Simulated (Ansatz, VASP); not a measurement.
**One calculation of Te2Mo, two programs**

File INCAR:

```
PREC = Accurate ; ENCUT = 520
EDIFF = 1E-6 ; ISMEAR = 0
SIGMA = 0.01 ; LREAL = F
LASPH = T ; NELM = 80
ALGO = Normal ; ISIF = 2
LWAVE = F ; LCHARG = F
GGA = CA ; NBANDS = 35
```

File KPOINTS:

```
regular mesh
0
Gamma
  9 9 2
```

File POSCAR:

```
Te2Mo
1.0
    3.5182000000      0.0000000000      0.0000000000
   -1.7591000000      3.0468505756      0.0000000000
    0.0000000000      0.0000000000     13.9736000000
Te Mo
4 2
Direct
    0.3333333333      0.6666666667      0.6210000000
    0.6666666667      0.3333333333      0.1210000000
    0.3333333333      0.6666666667      0.8790000000
    0.6666666667      0.3333333333      0.3790000000
    0.3333333333      0.6666666667      0.2500000000
    0.6666666667      0.3333333333      0.7500000000
```

Input for Ansatz:

```yaml
crystal:
  lattice:
    - [3.5182, 0.0, 0.0]
    - [-1.7591, 3.0468505756, 0.0]
    - [0.0, 0.0, 13.9736]
  atoms:
    - { symbol: Te, position: [0.3333333333, 0.6666666667, 0.621] }
    - { symbol: Te, position: [0.6666666667, 0.3333333333, 0.121] }
    - { symbol: Te, position: [0.3333333333, 0.6666666667, 0.879] }
    - { symbol: Te, position: [0.6666666667, 0.3333333333, 0.379] }
    - { symbol: Mo, position: [0.3333333333, 0.6666666667, 0.25] }
    - { symbol: Mo, position: [0.6666666667, 0.3333333333, 0.75] }
scf:
  occupations: { method: fixed }
output:
  forces: false
  stress: false
  eigenvalues: true
  eigenstates:
    kpoints:
      - [0.3333333333333, 0.3333333333333, 0]
      - [0, 0, 0]
      - [0.3333333333333, 0.3333333333333, 0.5]
    e_range: [-2.5, 3]
  write_density: true
  write_potential: true
  elf: true
  volumetric_format: npy
kpoints:
  mp_grid: { grid: [9, 9, 2] }
hamiltonian:
  xc: lda
```

Alike in both runs: task single point; functional LDA; k mesh 9 × 9 × 2; no spin polarisation.

|  | VASP | Ansatz |
| --- | --- | --- |
| version | VASP 6.6.1 | Ansatz 0.2.0 |
| potentials or method | VASP PAW LDA potentials, release 64 (Te, Mo_sv) | scalar-relativistic, plane waves, PAW |
| plane-wave cutoff (eV) | 520 | 420 |
| occupations | gaussian, width 0.01 eV | fixed |
| valence electrons in the cell | 52 | 92 |

|  | VASP | Ansatz | Ansatz less VASP |
| --- | --- | --- | --- |
| gap on the k mesh at the Fermi level (eV) | 0.75 | 0.76 | +0.011 |
| least direct gap on the mesh (eV) | 1.03 | 1.03 | -0.001 |

LDA's correlation is that of Perdew and Zunger in VASP and of Perdew and Wang (1992) in Ansatz. VASP's potentials hold 52 valence electrons a cell and Ansatz's 92, so a difference there can come from the potentials and not from the codes.

Neither program's run includes spin-orbit coupling.
